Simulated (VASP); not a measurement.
# Fe3Co (P4/mmm) in VASP: a series of runs

Runs on Fe3Co. Level: PBEsol. Tasks: single point.

All numbers are computed with VASP 6.6.1; they aren't measurements. Logs are shortened: lines on timing, memory, paths and dates and some standing lists are left out, and cuts for length are marked.

## (1) The cell of the first run

The structure is tetragonal, space group P4/mmm (No. 123). The conventional cell has a = 4.024 Å, b = 4.024 Å, c = 2.828 Å, α = 90.00°, β = 90.00°, γ = 90.00°. Within 3.2 Å of Fe (site symmetry 4/mmm) lie 10 Fe at 2.46 to 2.83 Å and 4 Co at 2.85 Å. Fe (site symmetry mmm) has 10 Fe at 2.46 to 2.85 Å and 4 Co at 2.46 Å within 3.2 Å. Co (site symmetry 4/mmm) has 12 Fe at 2.46 to 2.85 Å and 2 Co at 2.83 Å within 3.2 Å.

## (2) Single point, PBEsol, collinear spin, ferromagnetic start

File INCAR:

```
  PREC = Accurate
  ENCUT = 600
  EDIFF = 1E-6
  ISMEAR = 1
  SIGMA = 0.3
  LREAL = F
  LASPH = T
  NELM = 200
  ALGO = Normal
  ISIF = 2
  LWAVE = F
  LCHARG = T
  ISPIN = 2
  MAGMOM = 2.6 2.87 2.87 1.99
  LORBIT = 11
  LMAXMIX = 4
  GGA = PS
  LELF = T
  LVHAR = T
  NBANDS = 28
  GGA_COMPAT = F
```

File KPOINTS:

```
regular mesh
0
Gamma
  10 10 14
```

File POSCAR:

```
Fe3Co
1.0
    4.0235794450      0.0000000000      0.0000000000
    0.0000000000      4.0235794450      0.0000000000
    0.0000000000      0.0000000000      2.8277051700
Fe Co
3 1
Direct
    0.5000000000      0.5000000000      0.0000000000
    0.5000000000      0.0000000000      0.5000000000
    0.0000000000      0.5000000000      0.5000000000
    0.0000000000      0.0000000000      0.0000000000
```

Potentials or basis: VASP PAW PBE potentials, release 64 (Fe, Co).

Launch:

```bash
$ cat potpaw_PBE.64/Fe/POTCAR potpaw_PBE.64/Co/POTCAR > POTCAR
$ mpirun -np 1 vasp_std > vasp.out
```

OUTCAR:

```text
PREC = Accurate
   ENCUT = 600
   EDIFF = 1E-6
   ISMEAR = 1
   LREAL = F
   LASPH = T
   NELM = 200
   ISIF = 2
   ISPIN = 2
   LORBIT = 11
   GGA = PS

 ion  position               nearest neighbor table
   1  0.500  0.500  0.000-   2 2.46   3 2.46   2 2.46   3 2.46   2 2.46   2 2.46   3 2.46   3 2.46
                             4 2.85   4 2.85   4 2.85   4 2.85
   2  0.500  0.000  0.500-   1 2.46   4 2.46   1 2.46   4 2.46   1 2.46   1 2.46   4 2.46   4 2.46
                             3 2.85   3 2.85   3 2.85   3 2.85
   3  0.000  0.500  0.500-   1 2.46   4 2.46   1 2.46   4 2.46   4 2.46   4 2.46   1 2.46   1 2.46
                             2 2.85   2 2.85   2 2.85   2 2.85
   4  0.000  0.000  0.000-   2 2.46   3 2.46   2 2.46   3 2.46   3 2.46   3 2.46   2 2.46   2 2.46
                             1 2.85   1 2.85   1 2.85   1 2.85

  LATTYP: Found a simple tetragonal cell.
 ALAT       =     4.0235794450
 C/A-ratio  =     0.7027834814

  Lattice vectors:

 A1 = (   4.0235794450,   0.0000000000,   0.0000000000)
 A2 = (   0.0000000000,   4.0235794450,   0.0000000000)
 A3 = (   0.0000000000,   0.0000000000,   2.8277051700)

Analysis of symmetry for initial positions (statically):
=====================================================================
 Subroutine PRICEL returns:
 Original cell was already a primitive cell.

 Routine SETGRP: Setting up the symmetry group for a
 simple tetragonal supercell.

 Subroutine GETGRP returns: Found 16 space group operations
 (whereof 16 operations were pure point group operations)
 out of a pool of 16 trial point group operations.

The static configuration has the point symmetry D_4h.

Analysis of symmetry for dynamics (positions and initial velocities):
=====================================================================
 Subroutine PRICEL returns:
 Original cell was already a primitive cell.

 Routine SETGRP: Setting up the symmetry group for a
 simple tetragonal supercell.

 Subroutine GETGRP returns: Found 16 space group operations
 (whereof 16 operations were pure point group operations)
 out of a pool of 16 trial point group operations.

The dynamic configuration has the point symmetry D_4h.

Analysis of structural, dynamic, and magnetic symmetry:
=====================================================================
 Subroutine PRICEL returns:
 Original cell was already a primitive cell.

 Routine SETGRP: Setting up the symmetry group for a
 simple tetragonal supercell.

 Subroutine GETGRP returns: Found 16 space group operations
 (whereof 16 operations were pure point group operations)
 out of a pool of 16 trial point group operations.

The overall configuration has the point symmetry D_4h.

 Subroutine INISYM returns: Found 16 space group operations
 (whereof 16 operations are pure point group operations),
 and found     1 'primitive' translations

----------------------------------------------------------------------------------------

                                     Primitive cell

  volume of cell :      45.7783

  direct lattice vectors                    reciprocal lattice vectors
     4.023579445  0.000000000  0.000000000     0.248534921  0.000000000  0.000000000
     0.000000000  4.023579445  0.000000000     0.000000000  0.248534921  0.000000000
     0.000000000  0.000000000  2.827705170     0.000000000  0.000000000  0.353643658

  length of vectors
     4.023579445  4.023579445  2.827705170     0.248534921  0.248534921  0.353643658

  position of ions in fractional coordinates (direct lattice)
     0.500000000  0.500000000  0.000000000
     0.500000000  0.000000000  0.500000000
     0.000000000  0.500000000  0.500000000
     0.000000000  0.000000000  0.000000000

  ion indices of the primitive-cell ions
   primitive index   ion index
                 1           1
                 2           2
                 3           3
                 4           4

----------------------------------------------------------------------------------------

 KPOINTS: regular mesh

Automatic generation of k-mesh.
 Grid dimensions read from file:
 generate k-points for:   10   10   14

 Generating k-lattice:

  Cartesian coordinates                     Fractional coordinates (reciprocal lattice)
     0.024853492  0.000000000  0.000000000     0.100000000  0.000000000  0.000000000
     0.000000000  0.024853492  0.000000000     0.000000000  0.100000000  0.000000000
     0.000000000  0.000000000  0.025260261     0.000000000  0.000000000  0.071428571

  Length of vectors
     0.024853492  0.024853492  0.025260261

  Shift w.r.t. Gamma in fractional coordinates (k-lattice)
     0.000000000  0.000000000  0.000000000

 Subroutine IBZKPT returns following result:
 ===========================================

 Found    168 irreducible k-points:

 Following reciprocal coordinates:
            Coordinates               Weight
  0.000000  0.000000  0.000000      1.000000
  0.100000  0.000000  0.000000      4.000000
[... 32 lines left out ...]
   ISIF   =      2    stress and relaxation
   ISYM   =      2    0-nonsym 1-usesym 2-fastsym
   POTIM  = 0.5000    time-step for ionic-motion
   TEBEG  =    0.0;   TEEND  =   0.0 temperature during run
   PSTRESS=    0.0 pullay stress
   NELECT =      33.0000    total number of electrons
   NUPDOWN=      -1.0000    fix difference up-down
   EMIN   =  10.00;   EMAX   =-10.00  energy-range for DOS
   EFERMI =   0.00;   METHOD = LEGACY
   ISMEAR =     1;   SIGMA  =   0.30  broadening in eV -4-tet -1-fermi 0-gaus
   EFERMI_NEDOS =   21; number of points for ismear=-14 and -15
   IALGO  =     38    algorithm
   IMIX   =      4    mixing-type and parameters
     AMIX     =   0.40;   BMIX     =  1.00
     AMIX_MAG =   1.60;   BMIX_MAG =  1.00
  volume/ion in A,a.u.               =      11.44        77.23
  Fermi-wavevector in a.u.,A,eV,Ry     =   1.467888  2.773907 29.316425  2.154696
  Thomas-Fermi vector in A             =   2.583452
   LORBIT       =     11    0 simple, 1 ext, 2 COOP (PROOUT), +10 PAW based schemes
   GGA     = PS    functional components
   LHFCALC =     F    Hartree Fock is set to
   AEXX    =    0.0000 exact exchange contribution
   IVDW    =     0    specifies the selected vdW correction
   LEPSILON=     F    determine dielectric tensor
   LRPA    =     F    only Hartree local field effects (RPA)
 spin polarized calculation
 Methfessel and Paxton  Order N= 1 SIGMA  =   0.30
  energy-cutoff  :      600.00
  volume of cell :       45.78
 maximum number of plane-waves:      1560
   NGX = 17   NGY = 17   NGZ = 11

 number of electron      33.0000000 magnetization      10.3300000

 number of electron      33.0000007 magnetization       9.2665706

 Free energy of the ion-electron system (eV)
  ---------------------------------------------------
  ext. energy  EPLUGINS =         0.00000000
  ---------------------------------------------------
  free energy    TOTEN  =       -34.52621874 eV

  energy without entropy =      -34.54244853  energy(sigma->0) =      -34.53162867

 E-fermi :   6.7117     XC(G=0): -13.2345

 val. band max:        6.7095741869   @ k =   0.2000   0.2000   0.1429
 cond. band min:       6.7128733181   @ k =   0.3000   0.1000   0.0714
 fundamental gap:      0.0032991312
 Fermi energy:         6.7117229901

 spin component 1

 k-point     1 :       0.0000    0.0000    0.0000
  band No.  band energies     occupation
      1      -2.0133      1.00000
      2       1.4946      1.00000
      3       1.6050      1.00000
      4       1.6718      1.00000
      5       1.7005      1.00000
      6       3.0533      1.00000
[... 20 lines left out ...]
     27      16.1290      0.00000
[... 691 lines left out ...]
      6       3.1288      1.00000
[... 20 lines left out ...]
     27      15.5879      0.00000
     28      16.3684      0.00000

 [... further k-points ...]

 spin component 2

 k-point     1 :       0.0000    0.0000    0.0000
  band No.  band energies     occupation
      1      -1.7658      1.00000
      2       2.9164      1.00000
      3       2.9340      1.00000
      4       3.5139      1.00000
      5       3.5389      1.00000
      6       4.8786      1.00000
[... 20 lines left out ...]
     27      16.4876      0.00000
[... 691 lines left out ...]
      6       4.9516      1.00000
[... 20 lines left out ...]
     27      16.7598      0.00000
     28      16.9251      0.00000

 [... further k-points ...]
[... 5 lines left out ...]
  --------------------------------------------------------------------------------------
  -------------------------------------------------------------------------------------
  Total       -2.2997745     -2.2997745     -2.2534062      0.0000000     -0.0000000      0.0000000
  in kB      -80.4890021    -80.4890021    -78.8661757      0.0000000     -0.0000000      0.0000000
  external PRESSURE =     -79.9480600 kB  Pullay stress =       0.0000000 kB

 VOLUME and BASIS-vectors are now :
 -----------------------------------------------------------------------------
  energy-cutoff  :      600.00
  volume of cell :       45.78
      direct lattice vectors                 reciprocal lattice vectors
     4.023579445  0.000000000  0.000000000     0.248534921  0.000000000  0.000000000
     0.000000000  4.023579445  0.000000000     0.000000000  0.248534921  0.000000000
     0.000000000  0.000000000  2.827705170     0.000000000  0.000000000  0.353643658

 POSITION                                       TOTAL-FORCE (eV/Angst)
 -----------------------------------------------------------------------------------
      2.01179      2.01179      0.00000         0.000000      0.000000      0.000000
      2.01179      0.00000      1.41385         0.000000      0.000000      0.000000
      0.00000      2.01179      1.41385         0.000000      0.000000      0.000000
      0.00000      0.00000      0.00000         0.000000      0.000000      0.000000
 -----------------------------------------------------------------------------------
    total drift:                                0.000000     -0.000000     -0.000000

  FREE ENERGIE OF THE ION-ELECTRON SYSTEM (eV)
  ---------------------------------------------------
  free  energy   TOTEN  =       -34.5262187399 eV

  energy  without entropy=      -34.5424485321  energy(sigma->0) =      -34.53162867

 total charge

# of ion       s       p       d       tot
------------------------------------------
    1        0.484   0.525   6.261   7.269
    2        0.482   0.534   6.195   7.212
    3        0.482   0.534   6.195   7.212
    4        0.485   0.523   7.233   8.242
--------------------------------------------------
tot          1.933   2.116  25.885  29.934

 magnetization (x)

# of ion       s       p       d       tot
------------------------------------------
    1       -0.009  -0.047   2.406   2.350
    2       -0.009  -0.050   2.643   2.584
    3       -0.009  -0.050   2.643   2.584
    4       -0.020  -0.061   1.818   1.737
--------------------------------------------------
tot         -0.046  -0.209   9.510   9.255
```

It took 3.5 min on 1 thread of Intel Xeon 6975P-C (Granite Rapids), shared host; peak memory 0.47 GiB.

What came out:

| Quantity | Value |
| --- | --- |
| Free energy | -34.5262 eV |
| Pressure | -8.0 GPa |
| Net moment | 9.27 μB per cell |
| Site moments | Fe +2.35, +2.58 (each value once); Co +1.74 μB |
| Valence electrons inside the program's atomic spheres | Fe 7.27, 7.21 (each value once); Co 8.24 |

Levels at points of the mesh, in eV from the Fermi level:
Spin up:
```
           k point  band 17  band 18  band 19  band 20  band 21  band 22  band 23  band 24  band 25  band 26
(0.00, 0.00, 0.00)    -0.46    -0.46    -0.31     0.08     0.08     0.15     0.15     6.69     6.81     9.42
(0.50, 0.00, 0.00)    -1.53    -1.42    -1.28    -1.18    -0.42     0.04     4.67     4.68     7.14     7.48
(0.50, 0.50, 0.00)    -1.59    -1.49    -1.36    -1.36    -0.33    -0.15    -0.15    -0.14    16.36    16.38
(0.00, 0.00, 0.50)    -1.34    -1.21    -1.20    -1.17    -0.08    -0.07     8.13     8.16     8.16     8.16
(0.50, 0.00, 0.50)    -1.32    -1.09    -0.93    -0.71     1.68     1.82     1.99     2.07    10.42    10.46
(0.50, 0.50, 0.50)    -0.29    -0.04    -0.04     0.10     0.17     0.20     0.20     0.31     6.54     6.87
```
Spin down:
| k point | band 10 | band 11 | band 12 | band 13 | band 14 | band 15 |
| --- | --- | --- | --- | --- | --- | --- |
| (0.00, 0.00, 0.00) | -0.54 | 0.35 | 0.35 | 0.83 | 0.91 | 1.23 |
| (0.50, 0.00, 0.00) | -0.69 | -0.67 | 0.03 | 0.33 | 0.67 | 0.70 |
| (0.50, 0.50, 0.00) | -0.62 | -0.62 | 0.01 | 0.01 | 0.04 | 0.05 |
| (0.00, 0.00, 0.50) | -0.85 | -0.33 | -0.33 | 0.00 | 0.00 | 0.52 |
| (0.50, 0.00, 0.50) | -1.34 | -1.29 | -1.19 | 0.65 | 0.89 | 0.95 |
| (0.50, 0.50, 0.50) | 0.40 | 0.40 | 0.56 | 0.71 | 0.72 | 1.26 |

Caveat: the cell stands under tension; the PAW data sets were made with another functional, which shifts forces and pressure a little.

## (3) Single point, PBEsol, collinear spin, ferromagnetic start

File INCAR:

```
PREC = Accurate ; ENCUT = 600
EDIFF = 1E-6 ; ISMEAR = 0
SIGMA = 0.02 ; LREAL = False
LASPH = True ; NELM = 200
ALGO = Normal ; ISIF = 2
LWAVE = False ; LCHARG = True
ISPIN = 2 ; MAGMOM = 2.6 2.87 2.87 1.99
LORBIT = 11 ; LMAXMIX = 4
GGA = PS ; LELF = True
LVHAR = True ; NBANDS = 28
GGA_COMPAT = False
```

File KPOINTS:

```
Automatic mesh
0
Gamma
  10 10 14
```

POSCAR is that of step 2.

Potentials or basis: VASP PAW PBE potentials, release 64 (Fe, Co).

Launch:

```bash
$ cat potpaw_PBE.64/Fe/POTCAR potpaw_PBE.64/Co/POTCAR > POTCAR
$ mpirun -np 1 vasp_std > vasp.out
```

It took 8.6 min on 1 thread of Intel Xeon Platinum 8175M at 2.50GHz (Skylake/Cascade Lake), shared host; peak memory 0.48 GiB.

Results (log left out):

```yaml
Free_energy: -34.5292 eV
Pressure: -8.0 GPa
Net_moment: 9.27 μB per cell
Site_moments: Fe +2.36, +2.58 (each value once); Co +1.73 μB
Valence_electrons_inside_the_program's_atomic_spheres: Fe 7.27, 7.21 (each value once); Co 8.24
```

Levels at points of the mesh, in eV from the Fermi level:
Spin up:
```tsv
k point	band 19	band 20	band 21	band 22	band 23	band 24
(0.00, 0.00, 0.00)	-0.30	0.08	0.08	0.16	0.16	6.70
(0.50, 0.00, 0.00)	-1.28	-1.17	-0.41	0.05	4.67	4.69
(0.50, 0.50, 0.00)	-1.36	-1.36	-0.32	-0.14	-0.14	-0.13
(0.00, 0.00, 0.50)	-1.19	-1.16	-0.07	-0.07	8.13	8.16
(0.50, 0.00, 0.50)	-0.92	-0.71	1.69	1.82	1.99	2.07
(0.50, 0.50, 0.50)	-0.04	0.11	0.17	0.21	0.21	0.31
```
Spin down:
| k point | band 8 | band 9 | band 10 | band 11 | band 12 | band 13 | band 14 | band 15 | band 16 | band 17 |
| --- | --- | --- | --- | --- | --- | --- | --- | --- | --- | --- |
| (0.00, 0.00, 0.00) | -0.61 | -0.53 | -0.53 | 0.35 | 0.35 | 0.83 | 0.91 | 1.24 | 1.58 | 1.77 |
| (0.50, 0.00, 0.00) | -1.19 | -0.94 | -0.68 | -0.67 | 0.04 | 0.34 | 0.68 | 0.71 | 0.74 | 1.07 |
| (0.50, 0.50, 0.00) | -0.87 | -0.86 | -0.62 | -0.62 | 0.02 | 0.02 | 0.05 | 0.06 | 0.10 | 0.75 |
| (0.00, 0.00, 0.50) | -1.86 | -1.21 | -0.84 | -0.32 | -0.32 | 0.01 | 0.01 | 0.52 | 0.98 | 1.02 |
| (0.50, 0.00, 0.50) | -1.72 | -1.64 | -1.33 | -1.28 | -1.18 | 0.65 | 0.89 | 0.96 | 1.33 | 1.40 |
| (0.50, 0.50, 0.50) | -1.61 | 0.25 | 0.41 | 0.41 | 0.57 | 0.71 | 0.73 | 1.26 | 1.26 | 1.65 |

Caveat: the cell stands under tension; the PAW data sets were made with another functional, which shifts forces and pressure a little.

## (4) Single point, PBEsol, collinear spin, ferromagnetic start

This run uses another cell than the first one, of 9.84 Å³/atom.

File INCAR:

```
SYSTEM = Fe3Co
  PREC = Accurate
  ENCUT = 520
  EDIFF = 1E-7
  ISMEAR = 0
  SIGMA = 0.1
  LREAL = .FALSE.
  LASPH = .TRUE.
  NELM = 150
  ALGO = Fast
  ISIF = 2
  LWAVE = .FALSE.
  LCHARG = .FALSE.
  ISPIN = 2
  MAGMOM = 4 4 4 3
  LORBIT = 11
  LMAXMIX = 4
  GGA = PS
  NBANDS = 28
```

File KPOINTS:

```
regular mesh
0
G
  10 10 14
  0 0 0
```

File POSCAR:

```
Fe3Co
1.0
    3.8262974756      0.0000000000      0.0000000000
    0.0000000000      3.8262974756      0.0000000000
    0.0000000000      0.0000000000      2.6890586608
Fe Co
3 1
Direct
    0.5000000000      0.5000000000      0.0000000000
    0.5000000000      0.0000000000      0.5000000000
    0.0000000000      0.5000000000      0.5000000000
    0.0000000000      0.0000000000      0.0000000000
```

Launch:

```bash
$ cat potpaw_PBE.64/Fe/POTCAR potpaw_PBE.64/Co/POTCAR > POTCAR
$ mpirun -np 1 vasp_std > vasp.out
```

Run time: 5.7 min. Hardware: 1 thread of Intel Xeon 6975P-C, shared host; peak memory 0.37 GiB.

Results (log left out):

```
Free energy                                           : -34.1998 eV
Pressure                                              : 30.1 GPa
Net moment                                            : 8.48 μB per cell
Site moments                                          : Fe +2.03, +2.34 (each value once); Co +1.65 μB
Valence electrons inside the program's atomic spheres : Fe 7.63, 7.57 (each value once); Co 8.56
```

Stress tensor (GPa, compression positive):
```
29.87  0.00  0.00
 0.00 29.87  0.00
 0.00  0.00 30.59
```

Levels at points of the mesh, in eV from the Fermi level:
Spin up:
```csv
k point,band 19,band 20,band 21,band 22,band 23,band 24
"(0.00, 0.00, 0.00)",-0.02,0.06,0.06,0.46,0.46,8.10
"(0.50, 0.00, 0.00)",-1.26,-1.09,-0.17,0.41,5.36,5.41
"(0.50, 0.50, 0.00)",-1.41,-1.41,-0.08,0.15,0.21,0.21
"(0.00, 0.00, 0.50)",-1.06,-1.02,0.23,0.29,9.22,9.24
"(0.50, 0.00, 0.50)",-0.77,-0.55,2.20,2.37,2.59,2.67
"(0.50, 0.50, 0.50)",0.12,0.12,0.28,0.31,0.31,0.58
```
Spin down:
```tsv
k point	band 10	band 11	band 12	band 13	band 14	band 15
(0.00, 0.00, 0.00)	-1.08	0.33	0.33	0.66	0.75	1.07
(0.50, 0.00, 0.00)	-1.28	-1.09	-0.43	0.03	0.41	0.45
(0.50, 0.50, 0.00)	-1.03	-1.03	-0.41	-0.41	-0.38	-0.38
(0.00, 0.00, 0.50)	-1.55	-0.81	-0.81	-0.42	-0.42	0.21
(0.50, 0.00, 0.50)	-1.93	-1.88	-1.82	0.42	0.74	0.80
(0.50, 0.50, 0.50)	0.40	0.40	0.54	0.58	0.60	1.11
```

Caveat: the cell stands under pressure; the PAW data sets were made with another functional, which shifts forces and pressure a little.

## (5) The runs side by side

| cell | cutoff (eV) | smearing | gap on the mesh (eV) | pressure (GPa) | moment (μB) |
| --- | --- | --- | --- | --- | --- |
| a = 4.024, b = 4.024, c = 2.828 Å, 4 atoms | 600 | methfessel-paxton 0.3 eV | none | -8.0 | 9.27 |
| a = 4.024, b = 4.024, c = 2.828 Å, 4 atoms | 600 | gaussian 0.02 eV | none | -8.0 | 9.27 |
| a = 3.826, b = 3.826, c = 2.689 Å, 4 atoms | 520 | gaussian 0.1 eV | none | 30.1 | 8.48 |

Alike in all rows: task single point; level PBEsol; potentials or basis VASP PAW PBE potentials, release 64 (Fe, Co); spin collinear, ferromagnetic start; k mesh 10 × 10 × 14.

Caveats: the PAW data sets were made with another functional, which shifts forces and pressure a little; the cell stands under tension (at least some runs); the cell stands under pressure (at least some runs).

Total energies depend on the potentials used, so only differences within one code and one set of settings carry meaning.
